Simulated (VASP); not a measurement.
Crystal: Re.

```
Re
1.0
     2.54562    0.00000    0.00000
     0.00000    2.54562    0.00000
     0.00000    0.00000    2.54562
Re
1
Direct
  0.00000 0.00000 0.00000
```

This cell differs from its parent crystal: volume scaled by 0.96.

Base run:

- Program: VASP 6.6.1
- Functional: PBE
- Potentials or basis: VASP PAW PBE potentials, release 64 (Re)
- Cutoff: 520 eV
- k mesh: 14 × 14 × 14
- Occupations: fermi-dirac, width 0.1 eV
- Spin: no spin polarisation

Its results: pressure 9.8 GPa.

Q: The run is repeated on the same cell with these changes: potentials or basis from VASP PAW PBE potentials, release 64 (Re) to VASP PAW PBE potentials, release 64 (Re_sv_GW); cutoff from 520 eV to 500 eV; further incar settings from ALGO = Normal; EDIFF = 1e-07; NBANDS = 10 to ALGO = Normal; EDIFF = 1e-06; NBANDS = 14; valence electrons from 7 to 15. What comes out?

A: Pressure 8.8 GPa.
